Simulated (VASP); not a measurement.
Input of a VASP 6.6.1 run:

INCAR

```
SYSTEM = Be3OsC2
ALGO     = Normal         ! electronic algorithm
EDIFF    = 1E-6           ! SCF threshold, eV
ENCUT    = 700            ! plane-wave cutoff, eV
GGA      = PE             ! functional
GGA_COMPAT= .False.      
ISIF     = 2              ! what is computed and relaxed
ISMEAR   = 0              ! smearing method
LASPH    = .True.         ! aspherical terms in the spheres
LCHARG   = .False.        ! write CHGCAR
LREAL    = .False.        ! projectors in reciprocal space
LWAVE    = .False.        ! write WAVECAR
NBANDS   = 24             ! bands
NELM     = 120            ! most SCF steps
PREC     = Accurate       ! precision mode
SIGMA    = 0.1            ! smearing width, eV
```

KPOINTS

```
k-points
0
Gamma
  4 4 6
  0 0 0
```

POSCAR

```
Be3OsC2
1.0
    2.1677748303     -3.7853776499      0.0000000000
    2.1677748303      3.7853776499      0.0000000000
    0.0000000000      0.0000000000      2.9661825368
Be Os C
3 1 2
Direct
    0.1960627724      0.8039372276      0.0000000000
    0.8039372276      0.1960627724      0.0000000000
    0.0000000000      0.0000000000      0.5000000000
    0.5000000000      0.5000000000      0.0000000000
    0.0000000000      0.5000000000      0.5000000000
    0.5000000000      0.0000000000      0.5000000000
```

Potentials or basis: VASP PAW PBE potentials, release 64 (Be, Os_sv_GW, C).

The run is started by

```bash
$ cat potpaw_PBE.64/Be/POTCAR potpaw_PBE.64/Os_sv_GW/POTCAR potpaw_PBE.64/C/POTCAR > POTCAR
$ mpirun -np 1 vasp_std > vasp.out
```

Q: Estimate the largest force.

A: 0.006 eV/Å.

Q: Estimate the pressure.

A: -0.1 GPa.

Stress tensor (GPa, compression positive):
```
-0.17  0.00  0.00
 0.00 -0.10  0.00
 0.00  0.00 -0.07
```

Caveat: the k points lie up to 0.42 Å⁻¹ apart, too coarse for converged energies and pressures of a metal.
